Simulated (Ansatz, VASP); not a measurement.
## Two plane-wave programs on InGa5P6

INCAR

```
PREC = Accurate ; ENCUT = 520
EDIFF = 1E-6 ; ISMEAR = 0
SIGMA = 0.1 ; LREAL = F
LASPH = T ; NELM = 100
ALGO = Normal ; ISIF = 2
LWAVE = F ; LCHARG = F
GGA = PE ; NBANDS = 66
```

Contents of KPOINTS:

```
regular mesh
0
Gamma
  4 4 1
```

POSCAR

```
InGa5P6
1.0
    3.9406927000      0.0000000000      0.0000000000
    0.0000000000      3.9406927000      0.0000000000
    0.0000000000      0.0000000000     16.7971366000
In Ga P
1 5 6
Direct
    0.5000000000      0.5000000000      0.5000000000
    0.0000000000      0.0000000000      0.6754850000
    0.0000000000      0.0000000000      0.3245150000
    0.5000000000      0.5000000000      0.1621910000
    0.0000000000      0.0000000000      0.0000000000
    0.5000000000      0.5000000000      0.8378090000
    0.5000000000      0.0000000000      0.4048240000
    0.0000000000      0.5000000000      0.2432940000
    0.5000000000      0.0000000000      0.0810860000
    0.0000000000      0.5000000000      0.9189140000
    0.5000000000      0.0000000000      0.7567060000
    0.0000000000      0.5000000000      0.5951760000
```

Input for Ansatz:

```yaml
crystal:
  lattice:
    - [3.9406927, 0.0, 0.0]
    - [0.0, 3.9406927, 0.0]
    - [0.0, 0.0, 16.7971366]
  atoms:
    - { symbol: In, position: [0.5, 0.5, 0.5] }
    - { symbol: Ga, position: [0.0, 0.0, 0.675485] }
    - { symbol: Ga, position: [0.0, 0.0, 0.324515] }
    - { symbol: Ga, position: [0.5, 0.5, 0.162191] }
    - { symbol: Ga, position: [0.0, 0.0, 0.0] }
    - { symbol: Ga, position: [0.5, 0.5, 0.837809] }
    - { symbol: P, position: [0.5, 0.0, 0.404824] }
    - { symbol: P, position: [0.0, 0.5, 0.243294] }
    - { symbol: P, position: [0.5, 0.0, 0.081086] }
    - { symbol: P, position: [0.0, 0.5, 0.918914] }
    - { symbol: P, position: [0.5, 0.0, 0.756706] }
    - { symbol: P, position: [0.0, 0.5, 0.595176] }
basis:
  ecutwfc: 420
kpoints:
  mp_grid: { grid: [4, 4, 1] }
hamiltonian:
  xc: pbe
scf:
  occupations: { method: gaussian, width: 0.1 }
  lower_state_search: "off"
output:
  forces: true
  stress: true
  eigenvalues: true
```

Alike in both runs: task single point; functional PBE; k mesh 4 × 4 × 1; occupations gaussian, width 0.1 eV; no spin polarisation.

```csv
,VASP,Ansatz
version,VASP 6.6.1,Ansatz 0.2.0
potentials or method,"VASP PAW PBE potentials, release 64 (In_d, Ga_d, P), cutoff 520 eV","scalar-relativistic, plane waves, PAW"
valence electrons in the cell,108,108
```

|  | VASP | Ansatz | Ansatz less VASP |
| --- | --- | --- | --- |
| gap on the k mesh at the Fermi level (eV) | 1.23 | 1.23 | +0.003 |
| least direct gap on the mesh (eV) | 1.23 | 1.23 | +0.003 |
| pressure (GPa) | 0.1 | 0.1 | 0.00 |
| traceless stress, the component that is largest in VASP (GPa) | -0.55 | -0.55 | 0.000 |
| rms of the force components (eV/Å) | 0.006 | 0.006 | +0.0007 |

Atom by atom the forces differ by 0.001 eV/Å (rms over components). The functional is the same, so the differences come from potentials, cutoffs and numerics.
